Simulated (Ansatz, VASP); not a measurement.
## Two plane-wave programs on Be2ZnSe3

File INCAR:

```
SYSTEM = Be2ZnSe3
ALGO = Normal
EDIFF = 1E-6
EDIFFG = -0.04
ENCUT = 600
GGA = PE
IBRION = 2
ISIF = 3
ISMEAR = 0
LASPH = .True.
LCHARG = .False.
LREAL = .False.
LWAVE = .False.
NELM = 100
NSW = 90
PREC = Accurate
SIGMA = 0.1
```

KPOINTS

```
k-points
0
Gamma
  4 4 6
  0 0 0
```

File POSCAR:

```
Be2ZnSe3
1.0
    3.1022509004     -5.5749890115      0.0000000000
    3.1022509004      5.5749890115      0.0000000000
    0.0000000000      0.0000000000      3.3417279715
Be Zn Se
2 1 3
Direct
    0.5000000000      0.0000000000      0.5000000000
    0.0000000000      0.5000000000      0.5000000000
    0.0000000000      0.0000000000      0.0000000000
    0.7937384117      0.2062615883      0.0000000000
    0.2062615883      0.7937384117      0.0000000000
    0.5000000000      0.5000000000      0.5000000000
```

Input for Ansatz:

```yaml
crystal:
  lattice:
    - [3.1022509004, -5.5749890115, 0.0]
    - [3.1022509004, 5.5749890115, 0.0]
    - [0.0, 0.0, 3.3417279715]
  atoms:
    - { symbol: Be, position: [0.5, 0.0, 0.5] }
    - { symbol: Be, position: [0.0, 0.5, 0.5] }
    - { symbol: Zn, position: [0.0, 0.0, 0.0] }
    - { symbol: Se, position: [0.7937384117, 0.2062615883, 0.0] }
    - { symbol: Se, position: [0.2062615883, 0.7937384117, 0.0] }
    - { symbol: Se, position: [0.5, 0.5, 0.5] }
basis:
  ecutwfc: 420
kpoints:
  mp_grid: { grid: [4, 4, 6] }
hamiltonian:
  xc: pbe
scf:
  occupations: { method: gaussian, width: 0.1 }
  lower_state_search: "off"
output:
  forces: true
  stress: true
  eigenvalues: true
relax:
  adjacent_minimum: "off"
  f_tol: 0.04
  max_steps: 70
  cell: { stress_tol: 0.4 }
```

Change from the starting cell: species swapped into the LaAl2Cu3 type (Cmmm, No. 65).

Alike in both runs: task relaxation of cell and atoms; functional PBE; k mesh 4 × 4 × 6; occupations gaussian, width 0.1 eV; no spin polarisation.

|  | VASP | Ansatz |
| --- | --- | --- |
| version | VASP 6.6.1 | Ansatz 0.2.0 |
| potentials or method | VASP PAW PBE potentials, release 64 (Be, Zn, Se), cutoff 600 eV | scalar-relativistic, plane waves, PAW |
| valence electrons in the cell | 34 | 64 |

|  | VASP | Ansatz | Ansatz less VASP |
| --- | --- | --- | --- |
| gap on the k mesh at the Fermi level, each at its own relaxed structure (eV) | none | none | - |
| relaxed volume (Å³/atom) | 19.37 | 19.31 | -0.056 |
| relaxed cell length with the largest relative difference (Å) | 3.400 | 3.391 | -0.0089 |

A gap of «none» marks a metal or a gap that the smearing closes. VASP's potentials hold 34 valence electrons a cell and Ansatz's 64, so a difference there can come from the potentials and not from the codes.
